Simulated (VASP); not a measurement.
# MgO2 (R-3m) in VASP: further runs, part 3 of 3

VASP 6.6.1. Earlier steps stand in the parts before.

## (4) Single point, r2SCAN (10.96 Å³/atom)

This run uses another cell than the first one, of 10.96 Å³/atom.

Contents of POSCAR:

```
MgO2
1.0
    1.6393656656      0.9464882083      3.5305279283
   -1.6393656656      0.9464882083      3.5305279283
    0.0000000000     -1.8929764166      3.5305279283
Mg O
1 2
Direct
    0.0000000000      0.0000000000      0.0000000000
    0.4292696856      0.4292696856      0.4292696856
    0.5707303144      0.5707303144      0.5707303144
```

Contents of INCAR.step1:

```
PREC = Accurate
ENCUT = 520
ISMEAR = 0
SIGMA = 0.02
LREAL = F
LASPH = T
NELM = 60
NBANDS = 14
GGA = PE
ALGO = Normal
EDIFF = 1E-4
LWAVE = T
LCHARG = F
```

Contents of INCAR.step2:

```
PREC = Accurate
ENCUT = 520
EDIFF = 1E-6
ISMEAR = 0
SIGMA = 0.02
LREAL = F
LASPH = T
NELM = 60
ALGO = Normal
ISIF = 2
LWAVE = F
LCHARG = T
METAGGA = R2SCAN
LMIXTAU = T
LELF = T
LVHAR = T
NBANDS = 14
ISTART = 1
```

Contents of KPOINTS:

```
Automatic mesh
0
Gamma
  12 12 12
```

Potentials or basis: VASP PAW PBE potentials, release 64 (Mg, O).

On the command line:

```
cat potpaw_PBE.64/Mg/POTCAR potpaw_PBE.64/O/POTCAR > POTCAR
cp INCAR.step1 INCAR
mpirun -np 1 vasp_std > vasp.out
cp INCAR.step2 INCAR
mpirun -np 1 vasp_std > vasp.out
```

OUTCAR:

```text
PREC = Accurate
   ENCUT = 520
   EDIFF = 1E-6
   ISMEAR = 0
   LREAL = F
   LASPH = T
   NELM = 60
   ISIF = 2
   METAGGA = R2SCAN
   ISTART = 1

 ion  position               nearest neighbor table
   1  0.000  0.000  0.000-   3 2.15   2 2.15   3 2.15   3 2.15   2 2.15   2 2.15
   2  0.429  0.429  0.429-   3 1.50   1 2.15   1 2.15   1 2.15
   3  0.571  0.571  0.571-   2 1.50   1 2.15   1 2.15   1 2.15

  LATTYP: Found a trigonal (rhomboedric) cell.
 ALAT       =     4.0059939050
 COS(alpha) =     0.6650645645

  Lattice vectors:

 A1 = (   1.6393656656,   0.9464882083,   3.5305279283)
 A2 = (  -1.6393656656,   0.9464882083,   3.5305279283)
 A3 = (   0.0000000000,  -1.8929764166,   3.5305279283)

Analysis of symmetry for initial positions (statically):
=====================================================================
 Subroutine PRICEL returns:
 Original cell was already a primitive cell.

 Routine SETGRP: Setting up the symmetry group for a
 trigonal (rhombohedral) supercell.

 Subroutine GETGRP returns: Found 12 space group operations
 (whereof 12 operations were pure point group operations)
 out of a pool of 12 trial point group operations.

The static configuration has the point symmetry D_3d.

Analysis of symmetry for dynamics (positions and initial velocities):
=====================================================================
 Subroutine PRICEL returns:
 Original cell was already a primitive cell.

 Routine SETGRP: Setting up the symmetry group for a
 trigonal (rhombohedral) supercell.

 Subroutine GETGRP returns: Found 12 space group operations
 (whereof 12 operations were pure point group operations)
 out of a pool of 12 trial point group operations.

The dynamic configuration has the point symmetry D_3d.

 Subroutine INISYM returns: Found 12 space group operations
 (whereof 12 operations are pure point group operations),
 and found     1 'primitive' translations

----------------------------------------------------------------------------------------

                                     Primitive cell

  volume of cell :      32.8687

  direct lattice vectors                    reciprocal lattice vectors
     1.639365666  0.946488208  3.530527928     0.304996018  0.176089533  0.094414586
    -1.639365666  0.946488208  3.530527928    -0.304996018  0.176089533  0.094414586
     0.000000000 -1.892976417  3.530527928     0.000000000 -0.352179066  0.094414586

  length of vectors
     4.005993905  4.005993905  4.005993905     0.364615152  0.364615152  0.364615152

  position of ions in fractional coordinates (direct lattice)
     0.000000000  0.000000000  0.000000000
     0.429269686  0.429269686  0.429269686
     0.570730314  0.570730314  0.570730314

  ion indices of the primitive-cell ions
   primitive index   ion index
                 1           1
                 2           2
                 3           3

----------------------------------------------------------------------------------------

[... 49 lines left out ...]
 -0.416667  0.166667  0.000000     12.000000
 [... further k-points ...]
   k-points           NKPTS =    189   k-points in BZ     NKDIM =    189   number of bands    NBANDS=     14
   number of dos      NEDOS =    301   number of ions     NIONS =      3
   total plane-waves  NPLWV =  27000
   dimension x,y,z NGX =    30 NGY =   30 NGZ =   30
   dimension x,y,z NGXF=    60 NGYF=   60 NGZF=   60
   ions per type =               1   2
   NGX,Y,Z   is equivalent  to a cutoff of  12.45, 12.45, 12.45 a.u.
   NGXF,Y,Z  is equivalent  to a cutoff of  24.90, 24.90, 24.90 a.u.
 SYSTEM =  unknown system
   PREC   = accura    normal or accurate (medium, high low for compatibility)
   ISTART =      1    job   : 0-new  1-cont  2-samecut
   ICHARG =      0    charge: 1-file 2-atom 10-const
   ISPIN  =      1    spin polarized calculation?
   LNONCOLLINEAR =      F non collinear calculations
   LSORBIT =      F    spin-orbit coupling
   LASPH  =      T    aspherical Exc in radial PAW
   ENCUT  =  520.0 eV  38.22 Ry    6.18 a.u.   7.45  7.45  7.45*2*pi/ulx,y,z
   NELM   =     60;   NELMIN=  2; NELMDL=  0     # of ELM steps
   EDIFF  = 0.1E-05   stopping-criterion for ELM
   LREAL  =      F    real-space projection
   EDIFFG = 0.1E-04   stopping-criterion for IOM
   NSW    =      0    number of steps for IOM
   IBRION =     -1    ionic relax: 0-MD 1-quasi-New 2-CG
   NFREE  =      0    steps in history (QN), initial steepest desc. (CG)
   ISIF   =      2    stress and relaxation
   ISYM   =      2    0-nonsym 1-usesym 2-fastsym
   POTIM  = 0.5000    time-step for ionic-motion
   TEBEG  =    0.0;   TEEND  =   0.0 temperature during run
   PSTRESS=    0.0 pullay stress
   NELECT =      14.0000    total number of electrons
   NUPDOWN=      -1.0000    fix difference up-down
   EMIN   =  10.00;   EMAX   =-10.00  energy-range for DOS
   EFERMI =   0.00;   METHOD = LEGACY
   ISMEAR =     0;   SIGMA  =   0.02  broadening in eV -4-tet -1-fermi 0-gaus
   EFERMI_NEDOS =   21; number of points for ismear=-14 and -15
   IALGO  =     38    algorithm
   IMIX   =      4    mixing-type and parameters
     AMIX     =   0.40;   BMIX     =  1.00
     AMIX_MAG =   1.60;   BMIX_MAG =  1.00
  volume/ion in A,a.u.               =      10.96        73.94
  Fermi-wavevector in a.u.,A,eV,Ry     =   1.231753  2.327675 20.642960  1.517215
  Thomas-Fermi vector in A             =   2.366550
   LORBIT       =      0    0 simple, 1 ext, 2 COOP (PROOUT), +10 PAW based schemes
   METAGGA = R2SCAN    functional components
   LHFCALC =     F    Hartree Fock is set to
   AEXX    =    0.0000 exact exchange contribution
   IVDW    =     0    specifies the selected vdW correction
   LEPSILON=     F    determine dielectric tensor
   LRPA    =     F    only Hartree local field effects (RPA)
 non-spin polarized calculation
 Gauss-broadening in eV      SIGMA  =   0.02
  energy-cutoff  :      520.00
  volume of cell :       32.87
 maximum number of plane-waves:       900
 NGX is ok and might be reduce to    30
   NGX = 15   NGY = 15   NGZ = 15

 number of electron      13.9999998 magnetization

 Free energy of the ion-electron system (eV)
  ---------------------------------------------------
  ext. energy  EPLUGINS =         0.00000000
  ---------------------------------------------------
  free energy    TOTEN  =       -21.46015740 eV

  energy without entropy =      -21.46015740  energy(sigma->0) =      -21.46015740

 E-fermi :   2.0594     XC(G=0): -10.4748

 val. band max:        1.8825014839   @ k =   0.5000   0.5000   0.5000
 cond. band min:       4.7066179814   @ k =   0.5000   0.5000   0.5000
 fundamental gap:      2.8241164975
 Fermi energy:         2.0593504005

 k-point     1 :       0.0000    0.0000    0.0000
  band No.  band energies     occupation
      1     -20.1641      2.00000
      2     -13.4899      2.00000
      3      -5.4240      2.00000
      4      -1.5077      2.00000
      5      -1.5077      2.00000
      6       1.1257      2.00000
      7       1.1257      2.00000
      8       6.8054      0.00000
      9       7.4244      0.00000
     10      14.5799      0.00000
     11      16.5653      0.00000
     12      17.2892      0.00000
     13      17.2892      0.00000
     14      18.8871      0.00000
[... 377 lines left out ...]
      1     -19.7067      2.00000
      2     -13.8000      2.00000
      3      -4.5131      2.00000
      4      -3.6516      2.00000
      5      -2.1654      2.00000
      6       0.5214      2.00000
      7       0.8265      2.00000
      8       6.6765      0.00000
      9      11.5742      0.00000
     10      12.4733      0.00000
     11      15.0088      0.00000
     12      16.8291      0.00000
     13      17.2056      0.00000
     14      19.5752      0.00000

 [... further k-points ...]

------------------------ aborting loop because EDIFF is reached ----------------------------------------

  FORCE on cell =-STRESS in cart. coord.  units (eV):
  Direction    XX          YY          ZZ          XY          YZ          ZX
  --------------------------------------------------------------------------------------
  -------------------------------------------------------------------------------------
  Total       -2.3645005     -2.3645005     -1.9369853      0.0000000      0.0000000     -0.0000000
  in kB     -115.2571951   -115.2571951    -94.4180349      0.0000000      0.0000000     -0.0000000
  external PRESSURE =    -108.3108084 kB  Pullay stress =       0.0000000 kB

 VOLUME and BASIS-vectors are now :
 -----------------------------------------------------------------------------
  energy-cutoff  :      520.00
  volume of cell :       32.87
      direct lattice vectors                 reciprocal lattice vectors
     1.639365666  0.946488208  3.530527928     0.304996018  0.176089533  0.094414586
    -1.639365666  0.946488208  3.530527928    -0.304996018  0.176089533  0.094414586
     0.000000000 -1.892976417  3.530527928     0.000000000 -0.352179066  0.094414586

 POSITION                                       TOTAL-FORCE (eV/Angst)
 -----------------------------------------------------------------------------------
      0.00000      0.00000      0.00000        -0.000000     -0.000000      0.000000
      0.00000      0.00000      4.54665         0.000000     -0.000000     -0.255284
      0.00000      0.00000      6.04494         0.000000      0.000000      0.255284
 -----------------------------------------------------------------------------------
    total drift:                               -0.000000      0.000000      0.000000

  FREE ENERGIE OF THE ION-ELECTRON SYSTEM (eV)
  ---------------------------------------------------
  free  energy   TOTEN  =       -21.4601573959 eV

  energy  without entropy=      -21.4601573959  energy(sigma->0) =      -21.46015740
```

It took 2.9 min on 1 thread of Intel Xeon 6975P-C (Granite Rapids), shared host; peak memory 0.23 GiB.

What came out:

```
Free energy            : -21.4602 eV
Pressure               : -10.8 GPa
Largest force          : 0.255 eV/Å
Band gap on the k mesh : 2.82 eV
```

Forces on the atoms (eV/Å):
```
Mg   0.000  0.000  0.000
O    0.000  0.000 -0.255
O    0.000  0.000  0.255
```

Caveat: the cell stands under tension; the PAW data sets were made with another functional, which shifts forces and pressure a little.

## (5) The runs side by side

| cell | gap on the mesh (eV) | pressure (GPa) | largest force (eV/Å) |
| --- | --- | --- | --- |
| a = 3.796 Å, angles 46.5°, 3 atoms | 3.55 | 22.2 | 0.32 |
| a = 3.825 Å, angles 46.8°, 3 atoms | 3.44 | 15.2 | 0.32 |
| a = 4.006 Å, angles 48.3°, 3 atoms | 2.82 | -10.8 | 0.26 |

Alike in all rows: task single point; level r2SCAN; potentials or basis VASP PAW PBE potentials, release 64 (Mg, O); no spin polarisation; k mesh 12 × 12 × 12; cutoff (eV) 520; smearing gaussian 0.02 eV.

Caveats: the PAW data sets were made with another functional, which shifts forces and pressure a little; the cell stands under pressure (at least some runs); the cell stands under tension (at least some runs).

Absolute energies hang on the potentials; compare differences alone.
